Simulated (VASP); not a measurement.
# VCrC2 (R-3m) in VASP: a series of runs

VCrC2 is run at these levels: PBEsol; tasks: single point, relaxation of cell and atoms.

Everything below comes from runs of VASP 6.6.1. Logs are shortened: lines on timing, memory, paths and dates and some standing lists are left out, and cuts for length are marked.

## Step 1: The cell of the first run

Symmetry: R-3m, No. 166, trigonal system. Conventional cell: a = 2.921 Å, b = 2.921 Å, c = 14.218 Å, α = 90.00°, β = 90.00°, γ = 120.00°. Cr (site symmetry -3m) has 6 C at 2.05 Å within 2.7 Å. V (site symmetry -3m) has 6 C at 2.07 Å within 2.7 Å. Within 2.7 Å of C (site symmetry 3m) lie 3 Cr at 2.05 Å and 3 V at 2.07 Å.

## Step 2: Single point, PBEsol, collinear spin, ferromagnetic start

INCAR

```
  PREC = Accurate
  ENCUT = 520
  EDIFF = 1E-6
  ISMEAR = -1
  SIGMA = 0.05
  LREAL = F
  LASPH = T
  NELM = 150
  ALGO = Normal
  ISIF = 2
  LWAVE = F
  LCHARG = T
  ISPIN = 2
  MAGMOM = 3.72 2.48 0 0
  LORBIT = 11
  NUPDOWN = 6.2
  LMAXMIX = 4
  GGA = PS
  LELF = T
  LVHAR = T
  NBANDS = 28
```

KPOINTS

```
regular mesh
0
Gamma
  9 9 9
```

POSCAR

```
VCrC2
1.0
    1.4606320425      0.8432963029      4.7393853233
   -1.4606320425      0.8432963029      4.7393853233
    0.0000000000     -1.6865926058      4.7393853233
Cr V C
1 1 2
Direct
    0.5000000000      0.5000000000      0.5000000000
    0.0000000000      0.0000000000      0.0000000000
    0.2487590000      0.2487590000      0.2487590000
    0.7512410000      0.7512410000      0.7512410000
```

Potentials or basis: VASP PAW PBE potentials, release 64 (Cr_pv, V_sv, C).

On the command line:

```bash
$ cat potpaw_PBE.64/Cr_pv/POTCAR potpaw_PBE.64/V_sv/POTCAR potpaw_PBE.64/C/POTCAR > POTCAR
$ mpirun -np 1 vasp_std > vasp.out
```

OUTCAR:

```text
PREC = Accurate
   ENCUT = 520
   EDIFF = 1E-6
   ISMEAR = -1
   LREAL = F
   LASPH = T
   NELM = 150
   ISIF = 2
   ISPIN = 2
   LORBIT = 11
   NUPDOWN = 6.2
   GGA = PS

 ion  position               nearest neighbor table
   1  0.500  0.500  0.500-   3 2.05   4 2.05   3 2.05   3 2.05   4 2.05   4 2.05   2 2.91   2 2.91
                             2 2.91   2 2.91   2 2.91   2 2.91
   2  0.000  0.000  0.000-   4 2.07   3 2.07   4 2.07   4 2.07   3 2.07   3 2.07   1 2.91   1 2.91
                             1 2.91   1 2.91   1 2.91   1 2.91
   3  0.249  0.249  0.249-   1 2.05   1 2.05   1 2.05   2 2.07   2 2.07   2 2.07
   4  0.751  0.751  0.751-   1 2.05   1 2.05   1 2.05   2 2.07   2 2.07   2 2.07

  LATTYP: Found a trigonal (rhomboedric) cell.
 ALAT       =     5.0305434956
 COS(alpha) =     0.8313905832

  Lattice vectors:

 A1 = (   1.4606320425,   0.8432963029,   4.7393853233)
 A2 = (  -1.4606320425,   0.8432963029,   4.7393853233)
 A3 = (   0.0000000000,  -1.6865926058,   4.7393853233)

Analysis of symmetry for initial positions (statically):
=====================================================================
 Subroutine PRICEL returns:
 Original cell was already a primitive cell.

 Routine SETGRP: Setting up the symmetry group for a
 trigonal (rhombohedral) supercell.

 Subroutine GETGRP returns: Found 12 space group operations
 (whereof 12 operations were pure point group operations)
 out of a pool of 12 trial point group operations.

The static configuration has the point symmetry D_3d.

Analysis of symmetry for dynamics (positions and initial velocities):
=====================================================================
 Subroutine PRICEL returns:
 Original cell was already a primitive cell.

 Routine SETGRP: Setting up the symmetry group for a
 trigonal (rhombohedral) supercell.

 Subroutine GETGRP returns: Found 12 space group operations
 (whereof 12 operations were pure point group operations)
 out of a pool of 12 trial point group operations.

The dynamic configuration has the point symmetry D_3d.

Analysis of structural, dynamic, and magnetic symmetry:
=====================================================================
 Subroutine PRICEL returns:
 Original cell was already a primitive cell.

 Routine SETGRP: Setting up the symmetry group for a
 trigonal (rhombohedral) supercell.

 Subroutine GETGRP returns: Found 12 space group operations
 (whereof 12 operations were pure point group operations)
 out of a pool of 12 trial point group operations.

The overall configuration has the point symmetry D_3d.

 Subroutine INISYM returns: Found 12 space group operations
 (whereof 12 operations are pure point group operations),
 and found     1 'primitive' translations

----------------------------------------------------------------------------------------

                                     Primitive cell

  volume of cell :      35.0263

  direct lattice vectors                    reciprocal lattice vectors
     1.460632042  0.843296303  4.739385323     0.342317562  0.197637137  0.070332609
    -1.460632042  0.843296303  4.739385323    -0.342317562  0.197637137  0.070332609
     0.000000000 -1.686592606  4.739385323     0.000000000 -0.395274273  0.070332609

  length of vectors
     5.030543496  5.030543496  5.030543496     0.401482785  0.401482785  0.401482785

  position of ions in fractional coordinates (direct lattice)
     0.500000000  0.500000000  0.500000000
     0.000000000  0.000000000  0.000000000
     0.248759000  0.248759000  0.248759000
     0.751241000  0.751241000  0.751241000

  ion indices of the primitive-cell ions
   primitive index   ion index
                 1           1
                 2           2
                 3           3
                 4           4

----------------------------------------------------------------------------------------

 KPOINTS: regular mesh

Automatic generation of k-mesh.
 Grid dimensions read from file:
 generate k-points for:    9    9    9

 Generating k-lattice:

  Cartesian coordinates                     Fractional coordinates (reciprocal lattice)
     0.038035285  0.021959682  0.007814734     0.111111111  0.000000000  0.000000000
    -0.038035285  0.021959682  0.007814734     0.000000000  0.111111111  0.000000000
     0.000000000 -0.043919364  0.007814734     0.000000000  0.000000000  0.111111111

  Length of vectors
     0.044609198  0.044609198  0.044609198

  Shift w.r.t. Gamma in fractional coordinates (k-lattice)
     0.000000000  0.000000000  0.000000000

 Subroutine IBZKPT returns following result:
 ===========================================

 Found     85 irreducible k-points:

 Following reciprocal coordinates:
            Coordinates               Weight
  0.000000  0.000000  0.000000      1.000000
  0.111111 -0.000000 -0.000000      6.000000
  0.222222 -0.000000  0.000000      6.000000
  0.333333 -0.000000  0.000000      6.000000
  0.444444 -0.000000  0.000000      6.000000
  0.111111  0.111111 -0.000000      6.000000
[... 16 lines left out ...]
 -0.333333  0.333333  0.000000      6.000000
  0.444444  0.444444  0.000000      6.000000
 [... further k-points ...]
   k-points           NKPTS =     85   k-points in BZ     NKDIM =     85   number of bands    NBANDS=     28
   number of dos      NEDOS =    301   number of ions     NIONS =      4
   total plane-waves  NPLWV =  64000
   dimension x,y,z NGX =    40 NGY =   40 NGZ =   40
   dimension x,y,z NGXF=    80 NGYF=   80 NGZF=   80
   ions per type =               1   1   2
   NGX,Y,Z   is equivalent  to a cutoff of  13.22, 13.22, 13.22 a.u.
   NGXF,Y,Z  is equivalent  to a cutoff of  26.44, 26.44, 26.44 a.u.
 SYSTEM =  unknown system
   PREC   = accura    normal or accurate (medium, high low for compatibility)
   ISTART =      0    job   : 0-new  1-cont  2-samecut
   ICHARG =      2    charge: 1-file 2-atom 10-const
   ISPIN  =      2    spin polarized calculation?
   LNONCOLLINEAR =      F non collinear calculations
   LSORBIT =      F    spin-orbit coupling
   LASPH  =      T    aspherical Exc in radial PAW
   ENCUT  =  520.0 eV  38.22 Ry    6.18 a.u.   9.35  9.35  9.35*2*pi/ulx,y,z
   NELM   =    150;   NELMIN=  2; NELMDL= -5     # of ELM steps
   EDIFF  = 0.1E-05   stopping-criterion for ELM
   LREAL  =      F    real-space projection
[... 7 lines left out ...]
   TEBEG  =    0.0;   TEEND  =   0.0 temperature during run
   PSTRESS=    0.0 pullay stress
   NELECT =      33.0000    total number of electrons
   NUPDOWN=       6.2000    fix difference up-down
   EMIN   =  10.00;   EMAX   =-10.00  energy-range for DOS
   EFERMI =   0.00;   METHOD = LEGACY
   ISMEAR =    -1;   SIGMA  =   0.05  broadening in eV -4-tet -1-fermi 0-gaus
   EFERMI_NEDOS =   21; number of points for ismear=-14 and -15
   IALGO  =     38    algorithm
   IMIX   =      4    mixing-type and parameters
     AMIX     =   0.40;   BMIX     =  1.00
     AMIX_MAG =   1.60;   BMIX_MAG =  1.00
  volume/ion in A,a.u.               =       8.76        59.09
  Fermi-wavevector in a.u.,A,eV,Ry     =   1.604900  3.032822 35.044592  2.575705
  Thomas-Fermi vector in A             =   2.701332
   LORBIT       =     11    0 simple, 1 ext, 2 COOP (PROOUT), +10 PAW based schemes
   GGA     = PS    functional components
   LHFCALC =     F    Hartree Fock is set to
   AEXX    =    0.0000 exact exchange contribution
   IVDW    =     0    specifies the selected vdW correction
   LEPSILON=     F    determine dielectric tensor
   LRPA    =     F    only Hartree local field effects (RPA)
 spin polarized calculation
  energy-cutoff  :      520.00
  volume of cell :       35.03
 maximum number of plane-waves:       966
 NGX is ok and might be reduce to    40
   NGX = 19   NGY = 19   NGZ = 19

 number of electron      32.9999996 magnetization       6.1999998

 Free energy of the ion-electron system (eV)
  ---------------------------------------------------
  ext. energy  EPLUGINS =         0.00000000
  ---------------------------------------------------
  free energy    TOTEN  =       -34.50475739 eV

  energy without entropy =      -34.47407752  energy(sigma->0) =      -34.48941746

 E-fermi :   8.1982     XC(G=0): -13.6140

 val. band max:       12.3843689905   @ k =  -0.2222   0.2222   0.0000
 cond. band min:       8.2021812953   @ k =  -0.4444   0.2222   0.1111
 fundamental gap:     -4.1821876953
 Fermi energy:        12.4075360405

 spin component 1

 k-point     1 :       0.0000    0.0000    0.0000
  band No.  band energies     occupation
      1     -53.3867      1.00000
      2     -32.7650      1.00000
      3     -32.6279      1.00000
      4     -32.6279      1.00000
      5     -27.4368      1.00000
      6     -27.2673      1.00000
[... 20 lines left out ...]
     27      18.5823      0.00000
[... 691 lines left out ...]
      6     -27.3736      1.00000
[... 20 lines left out ...]
     27      18.9008      0.00000
     28      21.7679      0.00000

 [... further k-points ...]

 spin component 2

 k-point     1 :       0.0000    0.0000    0.0000
  band No.  band energies     occupation
      1     -51.6053      1.00000
      2     -29.8883      1.00000
      3     -29.7474      1.00000
      4     -29.7474      1.00000
      5     -25.6199      1.00000
      6     -25.5231      1.00000
[... 20 lines left out ...]
     27      21.2787      0.00000
[... 691 lines left out ...]
      6     -25.6093      1.00000
[... 20 lines left out ...]
     27      21.2763      0.00000
     28      23.2022      0.00000

 [... further k-points ...]

------------------------ aborting loop because EDIFF is reached ----------------------------------------

  FORCE on cell =-STRESS in cart. coord.  units (eV):
  Direction    XX          YY          ZZ          XY          YZ          ZX
  --------------------------------------------------------------------------------------
  -------------------------------------------------------------------------------------
  Total        8.6372926      8.6372926      9.0913767      0.0000000     -0.0000000      0.0000000
  in kB      395.0880797    395.0880797    415.8588456      0.0000000     -0.0000000      0.0000000
  external PRESSURE =     402.0116683 kB  Pullay stress =       0.0000000 kB

 VOLUME and BASIS-vectors are now :
 -----------------------------------------------------------------------------
  energy-cutoff  :      520.00
  volume of cell :       35.03
      direct lattice vectors                 reciprocal lattice vectors
     1.460632042  0.843296303  4.739385323     0.342317562  0.197637137  0.070332609
    -1.460632042  0.843296303  4.739385323    -0.342317562  0.197637137  0.070332609
     0.000000000 -1.686592606  4.739385323     0.000000000 -0.395274273  0.070332609

 POSITION                                       TOTAL-FORCE (eV/Angst)
 -----------------------------------------------------------------------------------
      0.00000      0.00000      7.10908         0.000000      0.000000     -0.000000
      0.00000      0.00000      0.00000        -0.000000     -0.000000      0.000000
      0.00000      0.00000      3.53689        -0.000000     -0.000000      0.097317
      0.00000      0.00000     10.68126        -0.000000      0.000000     -0.097317
 -----------------------------------------------------------------------------------
    total drift:                                0.000000      0.000000      0.000000

  FREE ENERGIE OF THE ION-ELECTRON SYSTEM (eV)
  ---------------------------------------------------
  free  energy   TOTEN  =       -34.5047573901 eV

  energy  without entropy=      -34.4740775213  energy(sigma->0) =      -34.48941746

 total charge

# of ion       s       p       d       tot
------------------------------------------
    1        0.335   6.437   4.399  11.171
    2        2.276   6.313   3.313  11.902
    3        0.908   1.504   0.000   2.412
    4        0.908   1.504   0.000   2.412
--------------------------------------------------
tot          4.427  15.758   7.712  27.897

 magnetization (x)

# of ion       s       p       d       tot
------------------------------------------
    1        0.021   0.073   2.840   2.934
    2        0.019   0.050   1.808   1.877
    3        0.007   0.317   0.000   0.324
    4        0.007   0.317   0.000   0.324
--------------------------------------------------
tot          0.054   0.757   4.649   5.459
```

Run time: 5.4 min. Hardware: 1 thread of Intel Xeon Platinum 8259CL at 2.50GHz (Skylake/Cascade Lake), shared host; peak memory 0.38 GiB.

What came out:

| Quantity | Value |
| --- | --- |
| Free energy | -34.5048 eV |
| Pressure | 40.2 GPa |
| Largest force | 0.097 eV/Å |
| Net moment | 6.20 μB per cell |
| Site moments | Cr +2.93; V +1.88; C +0.32 μB |
| Valence electrons inside the program's atomic spheres | Cr 11.17; V 11.90; C 2.41 |

Forces in eV/Å, atoms in the order of the input:
```
Cr   0.000  0.000  0.000
V    0.000  0.000  0.000
C    0.000  0.000  0.097
C    0.000  0.000 -0.097
```

Stress tensor (GPa, compression positive):
```
39.51  0.00  0.00
 0.00 39.51  0.00
 0.00  0.00 41.59
```

Caveat: the cell stands under pressure; the PAW data sets were made with another functional, which shifts forces and pressure a little; the total moment is fixed, so each spin has its own Fermi level.

## Step 3: Single point, PBEsol, collinear spin, ferromagnetic start

INCAR

```
ALGO     = Normal         # electronic algorithm
EDIFF    = 1E-7           # SCF threshold, eV
ENCUT    = 520            # plane-wave cutoff, eV
GGA      = PS             # functional
ISIF     = 2              # what is computed and relaxed
ISMEAR   = -1             # smearing method
ISPIN    = 2              # spin polarisation
LASPH    = True           # aspherical terms in the spheres
LCHARG   = False          # write CHGCAR
LMAXMIX  = 4              # l up to which the mixer works
LORBIT   = 11             # projections on sites
LREAL    = False          # projectors in reciprocal space
LWAVE    = False          # write WAVECAR
MAGMOM   = 4.5 3 0 0      # initial moments
NBANDS   = 28             # bands
NELM     = 150            # most SCF steps
NUPDOWN  = 7.5            # fixed moment
PREC     = Accurate       # precision mode
SIGMA    = 0.05           # smearing width, eV
```

KPOINTS

```
k-points
0
Gamma
  9 9 9
```

POSCAR is that of step 2.

Potentials or basis: VASP PAW PBE potentials, release 64 (Cr_pv, V_sv, C).

On the command line:

```bash
$ cat potpaw_PBE.64/Cr_pv/POTCAR potpaw_PBE.64/V_sv/POTCAR potpaw_PBE.64/C/POTCAR > POTCAR
$ mpirun -np 1 vasp_std > vasp.out
```

It took 5.9 min on 1 thread of Intel Xeon Platinum 8259CL at 2.50GHz (Skylake/Cascade Lake), shared host; peak memory 0.38 GiB.

Results (log left out):

```yaml
Free_energy: -31.6026 eV
Pressure: 60.3 GPa
Largest_force: 0.126 eV/Å
Net_moment: 7.50 μB per cell
Site_moments: Cr +3.24; V +2.27; C +0.50 μB
Valence_electrons_inside_the_program's_atomic_spheres: Cr 11.18; V 11.94; C 2.42
```

Forces on the atoms (eV/Å):
```
Cr   0.000  0.000  0.000
V    0.000  0.000  0.000
C    0.000  0.000 -0.126
C    0.000  0.000  0.126
```

Stress tensor (GPa, compression positive):
```
58.98  0.00  0.00
 0.00 58.98  0.00
 0.00  0.00 62.95
```

Caveat: the cell stands under pressure; the PAW data sets were made with another functional, which shifts forces and pressure a little; the total moment is fixed, so each spin has its own Fermi level.

## Step 4: Single point, PBEsol, collinear spin, ferromagnetic start

INCAR

```
SYSTEM = VCrC2
PREC = Accurate
ENCUT = 520
EDIFF = 1E-6
ISMEAR = -1
SIGMA = 0.05
LREAL = .False.
LASPH = .True.
NELM = 150
ALGO = Normal
ISIF = 2
LWAVE = .False.
LCHARG = .True.
ISPIN = 2
MAGMOM = 6 4 0 0
LORBIT = 11
NUPDOWN = 10.0
LMAXMIX = 4
GGA = PS
LELF = .True.
LVHAR = .True.
NBANDS = 28
```

KPOINTS

```
regular mesh
0
Gamma
  9 9 9
  0 0 0
```

POSCAR is that of step 3.

On the command line:

```bash
$ cat potpaw_PBE.64/Cr_pv/POTCAR potpaw_PBE.64/V_sv/POTCAR potpaw_PBE.64/C/POTCAR > POTCAR
$ mpirun -np 1 vasp_std > vasp.out
```

It took 5.7 min on 1 thread of Intel Xeon Platinum 8259CL at 2.50GHz (Skylake/Cascade Lake), shared host; peak memory 0.37 GiB.

The run converged. Its results:

- Free energy: -25.0726 eV
- Pressure: 102.8 GPa
- Largest force: 0.281 eV/Å
- Net moment: 10.00 μB per cell
- Site moments: Cr +3.78; V +3.03; C +0.85 μB
- Valence electrons inside the program's atomic spheres: Cr 11.19; V 12.06; C 2.41

Forces in eV/Å, atoms in the order of the input:
```
Cr   0.000  0.000  0.000
V    0.000  0.000  0.000
C    0.000  0.000 -0.281
C    0.000  0.000  0.281
```

Stress tensor (GPa, compression positive):
```
100.56   0.00   0.00
  0.00 100.56   0.00
  0.00   0.00 107.40
```

Caveat: the cell stands under pressure; the PAW data sets were made with another functional, which shifts forces and pressure a little; the total moment is fixed, so each spin has its own Fermi level.

## Step 5: Relaxation of cell and atoms, PBEsol, collinear spin, ferromagnetic start, target pressure 10 GPa, at which the enthalpy is minimised

INCAR

```
SYSTEM = VCrC2
  PREC = Accurate
  ENCUT = 600
  EDIFF = 1E-6
  ISMEAR = -1
  SIGMA = 0.05
  LREAL = .FALSE.
  LASPH = .TRUE.
  NELM = 150
  ALGO = Normal
  ISIF = 3
  LWAVE = .FALSE.
  LCHARG = .FALSE.
  ISPIN = 2
  MAGMOM = 3 2 0 0
  LORBIT = 11
  LMAXMIX = 4
  GGA = PS
  IBRION = 2
  NSW = 80
  EDIFFG = -0.005
  PSTRESS = 100.0
```

KPOINTS

```
regular mesh
0
G
  11 11 11
  0 0 0
```

POSCAR is that of step 4.

On the command line:

```bash
$ cat potpaw_PBE.64/Cr_pv/POTCAR potpaw_PBE.64/V_sv/POTCAR potpaw_PBE.64/C/POTCAR > POTCAR
$ mpirun -np 1 vasp_std > vasp.out
```

Run time: 69 min. Hardware: 1 thread of Oxide Virtual Turin-like, shared host; peak memory 0.45 GiB.

Results (log left out):

- Free energy: -39.9931 eV
- Relaxed volume: 8.21 Å³/atom
- Relaxed cell: a = 4.922 Å, b = 4.922 Å, c = 4.922 Å, α = 33.78°, β = 33.78°, γ = 33.78°
- Space group after relaxing (to 0.1 Å): R-3m (No. 166)
- Energy change on relaxing (the run minimises the enthalpy): -4.9 meV/atom
- Ionic steps: 8
- Pressure after relaxing: 10.0 GPa
- Net moment: 0.00 μB per cell
- Valence electrons inside the program's atomic spheres: Cr 11.30; V 11.96; C 2.45

Step by step:
```
step  energy change (eV)  largest force (eV/Å)  pressure (GPa)  volume (Å³)
   1              0.0000                0.0033          -11.59        35.03
   2              0.7166                0.0447           63.04        29.38
   3             -0.0238                0.0208            9.03        32.90
   4             -0.0194                0.0200           10.11        32.83
   5             -0.0209                0.0003            9.69        32.85
   6             -0.0202                0.0098            9.88        32.84
   7             -0.0193                0.0081           10.05        32.83
   8             -0.0196                0.0014            9.96        32.83
```

Final structure:
```
Cr V C
1.0
     1.42977    0.82548    4.63655
    -1.42977    0.82548    4.63655
     0.00000   -1.65095    4.63655
Cr V C
1 1 2
Direct
  0.50000 0.50000 0.50000
  0.00000 0.00000 0.00000
  0.24869 0.24869 0.24869
  0.75131 0.75131 0.75131
```

Levels at points of the mesh, in eV from the Fermi level:
Spin up:
```tsv
k point	band 14	band 15	band 16	band 17	band 18	band 19	band 20	band 21
(0.00, 0.00, 0.00)	-1.65	-1.55	-0.58	-0.58	0.78	0.78	0.95	0.95
```
Spin down:
```
           k point  band 15  band 16  band 17  band 18  band 19  band 20
(0.00, 0.00, 0.00)    -1.55    -0.58    -0.58     0.78     0.78     0.95
```

Caveat: the cell is relaxed towards a set pressure, so the run minimises the enthalpy, not the energy; the PAW data sets were made with another functional, which shifts forces and pressure a little.

## Step 6: The runs side by side

| fixed moment (μB) | pressure (GPa) | moment (μB) | largest force (eV/Å) |
| --- | --- | --- | --- |
| 6.2 | 40.2 | 6.20 | 0.10 |
| 7.5 | 60.3 | 7.50 | 0.13 |
| 10.0 | 102.8 | 10.00 | 0.28 |

Alike in all rows: task single point; level PBEsol; potentials or basis VASP PAW PBE potentials, release 64 (Cr_pv, V_sv, C); spin collinear, ferromagnetic start; cell as given; k mesh 9 × 9 × 9; cutoff (eV) 520; smearing fermi-dirac 0.05 eV.

Caveats: the cell stands under pressure; the PAW data sets were made with another functional, which shifts forces and pressure a little; the total moment is fixed, so each spin has its own Fermi level.

Total energies depend on the potentials used, so only differences within one code and one set of settings carry meaning.
